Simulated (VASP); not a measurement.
# NaN (P6_3mc) in VASP: single point with PBE

Aim: the single point of NaN with PBE.

All numbers are computed with VASP 6.6.1; they aren't measurements. Logs are shortened: lines on timing, memory, paths and dates and some standing lists are left out, and cuts for length are marked.

**1. The cell of the first run**

It takes space group P6_3mc (No. 186, hexagonal). Conventional cell: a = 3.283 Å, b = 3.283 Å, c = 5.334 Å, α = 90.00°, β = 90.00°, γ = 120.00°. Within 2.7 Å of Na (site symmetry 3m) lie 4 N at 2.00 to 2.01 Å. Within 2.7 Å of N (site symmetry 3m) lie 4 Na at 2.00 to 2.01 Å.

**2. Single point, PBE**

The input, INCAR:

```
SYSTEM = NaN
ALGO = Normal ; EDIFF = 1E-6
ENCUT = 520 ; GGA = PE
ISIF = 2 ; ISMEAR = 0
LASPH = .True. ; LCHARG = .False.
LREAL = .False. ; LWAVE = .False.
NBANDS = 20 ; NELM = 100
PREC = Accurate ; SIGMA = 0.1
```

The input, KPOINTS:

```
k-points
0
Gamma
  6 6 4
  0 0 0
```

The input, POSCAR:

```
NaN
1.0
    3.2833855900      0.0000000000      0.0000000000
   -1.6416927900      2.8434953300      0.0000000000
    0.0000000000      0.0000000000      5.3339525800
Na N
2 2
Direct
    0.3333333300      0.6666666700      0.0000000000
    0.6666666700      0.3333333300      0.5000000000
    0.3333333300      0.6666666700      0.3750000000
    0.6666666700      0.3333333300      0.8750000000
```

Potentials or basis: VASP PAW PBE potentials, release 64 (Na_pv, N).

Command:

```bash
> cat potpaw_PBE.64/Na_pv/POTCAR potpaw_PBE.64/N/POTCAR > POTCAR
> mpirun -np 1 vasp_std > vasp.out
```

OUTCAR:

```text
SYSTEM = NaN
   EDIFF = 1E-6
   ENCUT = 520
   GGA = PE
   ISIF = 2
   ISMEAR = 0
   LASPH = .True.
   LREAL = .False.
   NELM = 100
   PREC = Accurate

 ion  position               nearest neighbor table
   1  0.333  0.667  0.000-   3 2.00   4 2.01   4 2.01   4 2.01
   2  0.667  0.333  0.500-   4 2.00   3 2.01   3 2.01   3 2.01
   3  0.333  0.667  0.375-   1 2.00   2 2.01   2 2.01   2 2.01
   4  0.667  0.333  0.875-   2 2.00   1 2.01   1 2.01   1 2.01

  LATTYP: Found a hexagonal cell.
 ALAT       =     3.2833855900
 C/A-ratio  =     1.6245282297

  Lattice vectors:

 A1 = (   3.2833855900,   0.0000000000,   0.0000000000)
 A2 = (  -1.6416927900,   2.8434953300,   0.0000000000)
 A3 = (   0.0000000000,   0.0000000000,   5.3339525800)

Analysis of symmetry for initial positions (statically):
=====================================================================
 Subroutine PRICEL returns:
 Original cell was already a primitive cell.

 Routine SETGRP: Setting up the symmetry group for a
 hexagonal supercell.

 Subroutine GETGRP returns: Found 12 space group operations
 (whereof  6 operations were pure point group operations)
 out of a pool of 24 trial point group operations.

The static configuration has the point symmetry C_3v.
 The point group associated with its full space group is C_6v.

Analysis of symmetry for dynamics (positions and initial velocities):
=====================================================================
 Subroutine PRICEL returns:
 Original cell was already a primitive cell.

 Routine SETGRP: Setting up the symmetry group for a
 hexagonal supercell.

 Subroutine GETGRP returns: Found 12 space group operations
 (whereof  6 operations were pure point group operations)
 out of a pool of 24 trial point group operations.

The dynamic configuration has the point symmetry C_3v.
 The point group associated with its full space group is C_6v.

 Subroutine INISYM returns: Found 12 space group operations
 (whereof  6 operations are pure point group operations),
 and found     1 'primitive' translations

----------------------------------------------------------------------------------------

                                     Primitive cell

  volume of cell :      49.7993

  direct lattice vectors                    reciprocal lattice vectors
     3.283385590  0.000000000  0.000000000     0.304563681  0.175839923  0.000000000
    -1.641692790  2.843495330  0.000000000     0.000000000  0.351679846  0.000000000
     0.000000000  0.000000000  5.333952580     0.000000000  0.000000000  0.187478232

  length of vectors
     3.283385590  3.283385586  5.333952580     0.351679846  0.351679846  0.187478232

  position of ions in fractional coordinates (direct lattice)
     0.333333330  0.666666670  0.000000000
     0.666666670  0.333333330  0.500000000
     0.333333330  0.666666670  0.375000000
     0.666666670  0.333333330  0.875000000

  ion indices of the primitive-cell ions
   primitive index   ion index
                 1           1
                 2           2
                 3           3
                 4           4

----------------------------------------------------------------------------------------

 KPOINTS: k-points

Automatic generation of k-mesh.
 Grid dimensions read from file:
 generate k-points for:    6    6    4

 Generating k-lattice:

  Cartesian coordinates                     Fractional coordinates (reciprocal lattice)
     0.050760613  0.029306654  0.000000000     0.166666667  0.000000000  0.000000000
     0.000000000  0.058613308  0.000000000     0.000000000  0.166666667  0.000000000
     0.000000000  0.000000000  0.046869558     0.000000000  0.000000000  0.250000000

  Length of vectors
     0.058613308  0.058613308  0.046869558

  Shift w.r.t. Gamma in fractional coordinates (k-lattice)
     0.000000000  0.000000000  0.000000000

 Subroutine IBZKPT returns following result:
 ===========================================

 Found     21 irreducible k-points:

 Following reciprocal coordinates:
            Coordinates               Weight
  0.000000  0.000000  0.000000      1.000000
  0.166667 -0.000000  0.000000      6.000000
  0.333333 -0.000000  0.000000      6.000000
  0.500000  0.000000  0.000000      3.000000
  0.166667  0.166667  0.000000      6.000000
  0.333333  0.166667  0.000000     12.000000
[... 13 lines left out ...]
  0.333333  0.166667  0.500000     12.000000
  0.333333  0.333333  0.500000      2.000000
   k-points           NKPTS =     21   k-points in BZ     NKDIM =     21   number of bands    NBANDS=     20
   number of dos      NEDOS =    301   number of ions     NIONS =      4
   total plane-waves  NPLWV =  23040
   dimension x,y,z NGX =    24 NGY =   24 NGZ =   40
   dimension x,y,z NGXF=    48 NGYF=   48 NGZF=   80
   ions per type =               2   2
   NGX,Y,Z   is equivalent  to a cutoff of  12.15, 12.15, 12.47 a.u.
   NGXF,Y,Z  is equivalent  to a cutoff of  24.30, 24.30, 24.93 a.u.
 SYSTEM =  NaN
   PREC   = accura    normal or accurate (medium, high low for compatibility)
   ISTART =      0    job   : 0-new  1-cont  2-samecut
   ICHARG =      2    charge: 1-file 2-atom 10-const
   ISPIN  =      1    spin polarized calculation?
   LNONCOLLINEAR =      F non collinear calculations
   LSORBIT =      F    spin-orbit coupling
   LASPH  =      T    aspherical Exc in radial PAW
   ENCUT  =  520.0 eV  38.22 Ry    6.18 a.u.   6.10  6.10  9.92*2*pi/ulx,y,z
   NELM   =    100;   NELMIN=  2; NELMDL= -5     # of ELM steps
   EDIFF  = 0.1E-05   stopping-criterion for ELM
   LREAL  =      F    real-space projection
   EDIFFG = 0.1E-04   stopping-criterion for IOM
   NSW    =      0    number of steps for IOM
   IBRION =     -1    ionic relax: 0-MD 1-quasi-New 2-CG
   NFREE  =      0    steps in history (QN), initial steepest desc. (CG)
   ISIF   =      2    stress and relaxation
   ISYM   =      2    0-nonsym 1-usesym 2-fastsym
   POTIM  = 0.5000    time-step for ionic-motion
   TEBEG  =    0.0;   TEEND  =   0.0 temperature during run
   PSTRESS=    0.0 pullay stress
   NELECT =      24.0000    total number of electrons
   NUPDOWN=      -1.0000    fix difference up-down
   EMIN   =  10.00;   EMAX   =-10.00  energy-range for DOS
   EFERMI =   0.00;   METHOD = LEGACY
   ISMEAR =     0;   SIGMA  =   0.10  broadening in eV -4-tet -1-fermi 0-gaus
   EFERMI_NEDOS =   21; number of points for ismear=-14 and -15
   IALGO  =     38    algorithm
   IMIX   =      4    mixing-type and parameters
     AMIX     =   0.40;   BMIX     =  1.00
     AMIX_MAG =   1.60;   BMIX_MAG =  1.00
  volume/ion in A,a.u.               =      12.45        84.02
  Fermi-wavevector in a.u.,A,eV,Ry     =   1.283524  2.425509 22.414705  1.647434
  Thomas-Fermi vector in A             =   2.415772
   LORBIT       =      0    0 simple, 1 ext, 2 COOP (PROOUT), +10 PAW based schemes
   GGA     = PE    functional components
   LHFCALC =     F    Hartree Fock is set to
   AEXX    =    0.0000 exact exchange contribution
   IVDW    =     0    specifies the selected vdW correction
   LEPSILON=     F    determine dielectric tensor
   LRPA    =     F    only Hartree local field effects (RPA)
 non-spin polarized calculation
 Gauss-broadening in eV      SIGMA  =   0.10
  energy-cutoff  :      520.00
  volume of cell :       49.80
 maximum number of plane-waves:      1362
   NGX = 13   NGY = 13   NGZ = 19

 number of electron      23.9999967 magnetization

 Free energy of the ion-electron system (eV)
  ---------------------------------------------------
  ext. energy  EPLUGINS =         0.00000000
  ---------------------------------------------------
  free energy    TOTEN  =        -9.36335464 eV

  energy without entropy =       -9.31870081  energy(sigma->0) =       -9.34102772

 E-fermi :   0.7199     XC(G=0):  -9.5738

 val. band max:        0.6953767132   @ k =   0.1667   0.1667   0.0000
 cond. band min:       0.7276892165   @ k =   0.1667  -0.0000   0.5000
 fundamental gap:      0.0323125033
 Fermi energy:         0.7198882988

 k-point     1 :       0.0000    0.0000    0.0000
  band No.  band energies     occupation
      1     -20.2370      2.00000
      2     -19.9437      2.00000
      3     -19.9437      2.00000
      4     -19.9083      2.00000
      5     -19.9083      2.00000
      6     -19.9055      2.00000
[... 12 lines left out ...]
     19      16.4462      0.00000
     20      17.3417      0.00000

 k-point     2 :       0.1667   -0.0000    0.0000
  band No.  band energies     occupation
      1     -20.2185      2.00000
      2     -19.9959      2.00000
      3     -19.9777      2.00000
      4     -19.9577      2.00000
      5     -19.9163      2.00000
      6     -19.9142      2.00000
[... 12 lines left out ...]
     19      16.6573      0.00000
     20      16.8771      0.00000

 k-point     3 :       0.3333   -0.0000    0.0000
  band No.  band energies     occupation
      1     -20.2057      2.00000
      2     -20.1156      2.00000
      3     -20.0569      2.00000
      4     -19.9845      2.00000
      5     -19.9404      2.00000
      6     -19.9330      2.00000
[... 12 lines left out ...]
     19      14.4490      0.00000
     20      16.5011      0.00000

 k-point     4 :       0.5000    0.0000    0.0000
  band No.  band energies     occupation
      1     -20.2316      2.00000
      2     -20.1745      2.00000
      3     -20.0491      2.00000
      4     -19.9975      2.00000
      5     -19.9644      2.00000
      6     -19.9416      2.00000
[... 360 lines left out ...]
 k-point    20 :       0.3333    0.1667    0.5000
  band No.  band energies     occupation
      1     -20.2202      2.00000
      2     -20.2202      2.00000
      3     -20.0013      2.00000
      4     -20.0013      2.00000
      5     -19.9595      2.00000
      6     -19.9595      2.00000
[... 12 lines left out ...]
     19      16.5693      0.00000
     20      16.5693      0.00000

 k-point    21 :       0.3333    0.3333    0.5000
  band No.  band energies     occupation
      1     -20.2202      2.00000
      2     -20.2202      2.00000
      3     -20.0351      2.00000
      4     -20.0350      2.00000
      5     -19.9561      2.00000
      6     -19.9561      2.00000
[... 12 lines left out ...]
     19      16.6766      0.00000
     20      16.6767      0.00000

------------------------ aborting loop because EDIFF is reached ----------------------------------------

  FORCE on cell =-STRESS in cart. coord.  units (eV):
  Direction    XX          YY          ZZ          XY          YZ          ZX
  --------------------------------------------------------------------------------------
  -------------------------------------------------------------------------------------
  Total       11.0702010     11.0702010     11.0650353      0.0000000     -0.0000000      0.0000000
  in kB      356.1578571    356.1578568    355.9916637      0.0000006     -0.0000000      0.0000000
  external PRESSURE =     356.1024592 kB  Pullay stress =       0.0000000 kB

 VOLUME and BASIS-vectors are now :
 -----------------------------------------------------------------------------
  energy-cutoff  :      520.00
  volume of cell :       49.80
      direct lattice vectors                 reciprocal lattice vectors
     3.283385590  0.000000000  0.000000000     0.304563681  0.175839923  0.000000000
    -1.641692790  2.843495330  0.000000000     0.000000000  0.351679846  0.000000000
     0.000000000  0.000000000  5.333952580     0.000000000  0.000000000  0.187478232

 POSITION                                       TOTAL-FORCE (eV/Angst)
 -----------------------------------------------------------------------------------
     -0.00000      1.89566      0.00000        -0.000000     -0.000000     -0.130473
      1.64169      0.94783      2.66698        -0.000000     -0.000000     -0.130473
     -0.00000      1.89566      2.00023        -0.000000     -0.000000      0.130473
      1.64169      0.94783      4.66721         0.000000      0.000000      0.130473
 -----------------------------------------------------------------------------------
    total drift:                               -0.000011      0.000008     -0.001518

  FREE ENERGIE OF THE ION-ELECTRON SYSTEM (eV)
  ---------------------------------------------------
  free  energy   TOTEN  =        -9.3633546404 eV

  energy  without entropy=       -9.3187008076  energy(sigma->0) =       -9.34102772
```

Run time: 6.6 s. Hardware: 1 thread of Intel Xeon 6975P-C (Granite Rapids), shared host; peak memory 0.15 GiB.

What came out:

```yaml
Free_energy: -9.3634 eV
Pressure: 35.6 GPa
Largest_force: 0.130 eV/Å
Band_gap_on_the_k_mesh: zero (band 12 reaches 1.03 eV, above the bottom of band 13 at 0.41 eV)
```

Forces in eV/Å, atoms in the order of the input:
```
Na   0.000  0.000 -0.130
Na   0.000  0.000 -0.130
N    0.000  0.000  0.130
N    0.000  0.000  0.130
```

Caveat: the k points lie up to 0.37 Å⁻¹ apart.
